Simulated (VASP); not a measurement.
**Sb: single point with PBE**

Sb:

```
CELL_PARAMETERS angstrom
0.00000 2.39585 2.39585
2.39585 0.00000 2.39585
2.39585 2.39585 0.00000
ATOMIC_POSITIONS crystal
Sb 0.00000 0.00000 0.00000
```

```
Program                : VASP 6.6.1
Task                   : single point
Functional             : PBE
Potentials or basis    : VASP PAW PBE potentials, release 64 (Sb)
Cutoff                 : 520 eV
k mesh                 : 10 × 10 × 10
Occupations            : fermi-dirac, width 0.05 eV
Spin                   : no spin polarisation
Dipole correction      : no
Further INCAR settings : ALGO = Normal; EDIFF = 1e-07; NBANDS = 8
```

The pressure is -0.2 GPa.

Levels at points of the mesh, in eV from the Fermi level:
```
           k point  band 1  band 2  band 3  band 4  band 5  band 6  band 7
(0.00, 0.00, 0.00)  -12.74    5.18    5.18    5.18    9.90    9.90    9.90
(0.50, 0.00, 0.00)   -9.11   -5.66    3.55    3.55    8.06    9.06    9.06
(0.50, 0.50, 0.00)   -7.55   -4.79    0.39    0.39    4.15    4.63   17.42
```

It took 21 s on 1 thread of AMD EPYC 7R13 (shared host), peak memory 0.13 GiB.

Caveat: spin-orbit coupling is left out, which moves the levels of the heavy elements.
